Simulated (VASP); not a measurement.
# PBr in VASP: notebook, part 2 of 2

VASP 6.6.1. Earlier steps stand in the parts before.

## (4) Single point, PBE

File INCAR:

```
PREC = Accurate
ENCUT = 520
EDIFF = 1E-6
ISMEAR = 0
SIGMA = 0.05
LREAL = False
LASPH = True
NELM = 60
ALGO = Normal
ISIF = 2
LWAVE = False
LCHARG = True
GGA = PE
LELF = True
LVHAR = True
NBANDS = 20
```

File KPOINTS:

```
regular mesh
0
Gamma
  5 5 4
```

File POSCAR:

```
PBr
1.0
    4.9385630000      0.0000000000      0.0000000000
   -2.0623900000      5.1944970000      0.0000000000
   -0.6967810000     -0.6537650000      6.2332560000
Br P
2 2
Direct
    0.6657980000      0.8550130000      0.2427560000
    0.3342020000      0.1449870000      0.7572440000
    0.6407200000      0.4997570000      0.6318710000
    0.3592800000      0.5002430000      0.3681290000
```

Potentials or basis: VASP PAW PBE potentials, release 64 (Br, P).

Command:

```
> cat potpaw_PBE.64/Br/POTCAR potpaw_PBE.64/P/POTCAR > POTCAR
> mpirun -np 1 vasp_std > vasp.out
```

OUTCAR:

```text
PREC = Accurate
   ENCUT = 520
   EDIFF = 1E-6
   ISMEAR = 0
   LREAL = False
   LASPH = True
   NELM = 60
   ISIF = 2
   GGA = PE

 ion  position               nearest neighbor table
   1  0.666  0.855  0.243-   4 2.25
   2  0.334  0.145  0.757-   3 2.25
   3  0.641  0.500  0.632-   4 2.05   2 2.25
   4  0.359  0.500  0.368-   3 2.05   1 2.25

  LATTYP: Found a triclinic cell.
 ALAT       =    10.6206512695
 B/A-ratio  =     1.2981108736
 C/A-ratio  =     0.5937545491
 COS(alpha) =     0.0054841721
 COS(beta)  =     0.5716244624
 COS(gamma) =     0.8051544706

  Lattice vectors:

 A1 = (  -6.3041720000,   5.8482620000,  -6.2332560000)
 A2 = (  -9.0633430000,  10.3889940000,   0.0000000000)
 A3 = (   0.6967810000,   0.6537650000,  -6.2332560000)

Analysis of symmetry for initial positions (statically):
=====================================================================
 Subroutine PRICEL returns:
 Original cell was already a primitive cell.

 Routine SETGRP: Setting up the symmetry group for a
 triclinic supercell.

 Subroutine GETGRP returns: Found  2 space group operations
 (whereof  2 operations were pure point group operations)
 out of a pool of  2 trial point group operations.

The static configuration has the point symmetry S_2 .

Analysis of symmetry for dynamics (positions and initial velocities):
=====================================================================
 Subroutine PRICEL returns:
 Original cell was already a primitive cell.

 Routine SETGRP: Setting up the symmetry group for a
 triclinic supercell.

 Subroutine GETGRP returns: Found  2 space group operations
 (whereof  2 operations were pure point group operations)
 out of a pool of  2 trial point group operations.
[... 113 lines left out ...]
   POTIM  = 0.5000    time-step for ionic-motion
   TEBEG  =    0.0;   TEEND  =   0.0 temperature during run
   PSTRESS=    0.0 pullay stress
   NELECT =      24.0000    total number of electrons
   NUPDOWN=      -1.0000    fix difference up-down
   EMIN   =  10.00;   EMAX   =-10.00  energy-range for DOS
   EFERMI =   0.00;   METHOD = LEGACY
   ISMEAR =     0;   SIGMA  =   0.05  broadening in eV -4-tet -1-fermi 0-gaus
   EFERMI_NEDOS =   21; number of points for ismear=-14 and -15
   IALGO  =     38    algorithm
   IMIX   =      4    mixing-type and parameters
     AMIX     =   0.40;   BMIX     =  1.00
     AMIX_MAG =   1.60;   BMIX_MAG =  1.00
  volume/ion in A,a.u.               =      39.98       269.77
  Fermi-wavevector in a.u.,A,eV,Ry     =   0.870013  1.644085 10.298549  0.756922
  Thomas-Fermi vector in A             =   1.988917
   LORBIT       =      0    0 simple, 1 ext, 2 COOP (PROOUT), +10 PAW based schemes
   GGA     = PE    functional components
   LHFCALC =     F    Hartree Fock is set to
   AEXX    =    0.0000 exact exchange contribution
   IVDW    =     0    specifies the selected vdW correction
   LEPSILON=     F    determine dielectric tensor
   LRPA    =     F    only Hartree local field effects (RPA)
 non-spin polarized calculation
 Gauss-broadening in eV      SIGMA  =   0.05
  energy-cutoff  :      520.00
  volume of cell :      159.90
 maximum number of plane-waves:      4328
 NGX is ok and might be reduce to    40

 number of electron      23.9999999 magnetization

 Free energy of the ion-electron system (eV)
  ---------------------------------------------------
  ext. energy  EPLUGINS =         0.00000000
  ---------------------------------------------------
  free energy    TOTEN  =       -14.13164734 eV

  energy without entropy =      -14.13164734  energy(sigma->0) =      -14.13164734

 E-fermi :  -0.5265     XC(G=0):  -6.7616

 val. band max:       -0.7358043213   @ k =   0.0000   0.4000   0.5000
 cond. band min:       0.7216604174   @ k =   0.0000   0.4000   0.5000
 fundamental gap:      1.4574647387
 Fermi energy:        -0.5265358225

 k-point     1 :       0.0000    0.0000    0.0000
  band No.  band energies     occupation
      1     -15.7561      2.00000
      2     -15.3590      2.00000
      3     -11.5883      2.00000
      4      -7.8656      2.00000
      5      -4.6336      2.00000
      6      -4.5825      2.00000
[... 541 lines left out ...]
     19       6.8460      0.00000
     20       7.2551      0.00000

 [... further k-points ...]
[... 5 lines left out ...]
  --------------------------------------------------------------------------------------
  -------------------------------------------------------------------------------------
  Total        0.0357021      0.1201040      0.1153003     -0.0683193      0.0712236      0.0988704
  in kB        0.3577218      1.2033971      1.1552658     -0.6845342      0.7136340      0.9906446
  external PRESSURE =       0.9054616 kB  Pullay stress =       0.0000000 kB

 VOLUME and BASIS-vectors are now :
 -----------------------------------------------------------------------------
  energy-cutoff  :      520.00
  volume of cell :      159.90
      direct lattice vectors                 reciprocal lattice vectors
     4.938563000  0.000000000  0.000000000     0.202488052  0.080394566  0.031067067
    -2.062390000  5.194497000  0.000000000     0.000000000  0.192511421  0.020191250
    -0.696781000 -0.653765000  6.233256000     0.000000000  0.000000000  0.160429798

 POSITION                                       TOTAL-FORCE (eV/Angst)
 -----------------------------------------------------------------------------------
      1.35557      4.28266      1.51316        -0.008041     -0.092930     -0.023179
      0.82382      0.25807      4.72010         0.008041      0.092930      0.023179
      1.69327      2.18289      3.93861        -0.000671     -0.049267     -0.016876
      0.48613      2.35784      2.29464         0.000671      0.049267      0.016876
 -----------------------------------------------------------------------------------
    total drift:                               -0.000000      0.000000      0.000000

  FREE ENERGIE OF THE ION-ELECTRON SYSTEM (eV)
  ---------------------------------------------------
  free  energy   TOTEN  =       -14.1316473382 eV

  energy  without entropy=      -14.1316473382  energy(sigma->0) =      -14.13164734
```

stdout:

```text
POSCAR found type information on POSCAR BrP
 POSCAR found :  2 types and       4 ions
 scaLAPACK will be used
 LDA part: xc-table for (Slater+PW92), standard interpolation
 POSCAR, INCAR and KPOINTS ok, starting setup
 FFT: planning ... GRIDC
 FFT: planning ... GRID_SOFT
 FFT: planning ... GRID
 WAVECAR not read
 entering main loop
```

It took 2.7 min on 1 thread of Intel Xeon 6975P-C, shared host; peak memory 0.34 GiB.

What came out:

| Property | Result |
| --- | --- |
| Free energy | -14.1316 eV |
| Pressure | 0.1 GPa |
| Largest force | 0.096 eV/Å |
| Band gap on the k mesh | 1.46 eV, direct |

Forces in eV/Å, atoms in the order of the input:
```
Br  -0.008 -0.093 -0.023
Br   0.008  0.093  0.023
P   -0.001 -0.049 -0.017
P    0.001  0.049  0.017
```

Levels at points of the mesh, in eV from the valence-band top:
```tsv
k point	band 9	band 10	band 11	band 12	band 13	band 14	band 15	band 16
(0.00, 0.00, 0.00)	-2.21	-1.42	-1.15	-0.58	1.91	3.22	4.65	5.53
(0.00, 0.00, 0.50)	-1.92	-1.64	-1.04	-0.39	1.65	2.77	4.65	5.08
```

A k mesh can miss the band edges. A hybrid or GW would open this gap; PBE tends to underestimate it.

## (5) Single point, LDA

File INCAR:

```
SYSTEM = PBr
ALGO = Normal
EDIFF = 1E-6
ENCUT = 520
ISIF = 2
ISMEAR = -1
LASPH = .True.
LCHARG = .False.
LREAL = .False.
LWAVE = .False.
NBANDS = 20
NELM = 60
PREC = Accurate
SIGMA = 0.05
```

File KPOINTS:

```
k-points
0
Gamma
  4 3 3
  0 0 0
```

POSCAR is that of step 4.

Potentials or basis: VASP PAW LDA potentials, release 64 (Br, P).

Command:

```
> cat potpaw_LDA.64/Br/POTCAR potpaw_LDA.64/P/POTCAR > POTCAR
> mpirun -np 1 vasp_std > vasp.out
```

It took 66 s on 1 thread of Intel Xeon 8259CL, shared host; peak memory 0.22 GiB.

The run converged. Its results:

```yaml
Free_energy: -15.6335 eV
Pressure: -1.7 GPa
Largest_force: 0.334 eV/Å
Band_gap_on_the_k_mesh: 1.56 eV, direct
```

Forces in eV/Å, atoms in the order of the input:
```
Br  -0.087 -0.292  0.135
Br   0.087  0.292 -0.135
P   -0.183 -0.153 -0.166
P    0.183  0.153  0.166
```

Stress tensor (GPa, compression positive):
```
-1.34 -0.36  0.04
-0.36 -2.03  0.53
 0.04  0.53 -1.69
```

Levels at points of the mesh, in eV from the valence-band top:
```csv
k point,band 8,band 9,band 10,band 11,band 12,band 13,band 14,band 15,band 16,band 17
"(0.00, 0.00, 0.00)",-2.14,-2.14,-1.34,-1.08,-0.50,1.97,3.23,4.64,5.28,5.59
"(0.50, 0.00, 0.00)",-2.33,-2.22,-1.53,-0.86,-0.17,2.34,2.65,3.50,4.63,6.08
```

## (6) Single point, PBE

File INCAR:

```
ALGO = Normal
EDIFF = 1E-7
ENCUT = 520
GGA = PE
ISIF = 2
ISMEAR = -1
LASPH = True
LCHARG = True
LELF = True
LREAL = False
LVHAR = True
LWAVE = False
NBANDS = 20
NELM = 60
PREC = Accurate
SIGMA = 0.05
```

File KPOINTS:

```
k-points
0
Gamma
  4 3 3
```

POSCAR is that of step 5.

Potentials or basis: VASP PAW PBE potentials, release 64 (Br, P).

Command:

```
> cat potpaw_PBE.64/Br/POTCAR potpaw_PBE.64/P/POTCAR > POTCAR
> mpirun -np 1 vasp_std > vasp.out
```

It took 97 s on 1 thread of Intel Xeon 8259CL, shared host; peak memory 0.27 GiB.

The run converged. Its results:

```
Free energy            : -14.1320 eV
Pressure               : 0.1 GPa
Largest force          : 0.096 eV/Å
Band gap on the k mesh : 1.63 eV, direct
```

Forces in eV/Å, atoms in the order of the input:
```
Br  -0.010 -0.093 -0.022
Br   0.010  0.093  0.022
P    0.001 -0.051 -0.015
P   -0.001  0.051  0.015
```

Stress tensor (GPa, compression positive):
```
 0.04 -0.06  0.10
-0.06  0.12  0.07
 0.10  0.07  0.11
```

Levels at points of the mesh, in eV from the valence-band top:
```tsv
k point	band 9	band 10	band 11	band 12	band 13	band 14	band 15	band 16
(0.00, 0.00, 0.00)	-2.11	-1.32	-1.05	-0.47	2.01	3.32	4.76	5.63
(0.50, 0.00, 0.00)	-2.18	-1.50	-0.82	-0.19	2.38	2.78	3.64	4.82
```

A k mesh can miss the band edges. As with any semilocal functional, this PBE gap is likely too small.

## (7) Summary

| level | potentials or basis | k mesh | smearing | gap on the mesh (eV) | pressure (GPa) | largest force (eV/Å) |
| --- | --- | --- | --- | --- | --- | --- |
| PBE | VASP PAW PBE potentials, release 64 (Br, P) | 4 × 4 × 3 | methfessel-paxton 0.1 eV | 1.61 | 0.3 | 0.60 |
| PBE | VASP PAW PBE potentials, release 64 (Br, P) | 5 × 5 × 4 | gaussian 0.05 eV | 1.46 | 0.1 | 0.10 |
| LDA | VASP PAW LDA potentials, release 64 (Br, P) | 4 × 3 × 3 | fermi-dirac 0.05 eV | 1.56 | -1.7 | 0.33 |
| PBE | VASP PAW PBE potentials, release 64 (Br, P) | 4 × 3 × 3 | fermi-dirac 0.05 eV | 1.63 | 0.1 | 0.10 |

Some of these runs hold the atoms at other places in the same cell, which the table doesn't show; runs alike in all that it shows share one row.

Alike in all rows: task single point; no spin polarisation; cell as given; cutoff (eV) 520.

Absolute energies hang on the potentials; compare differences alone.
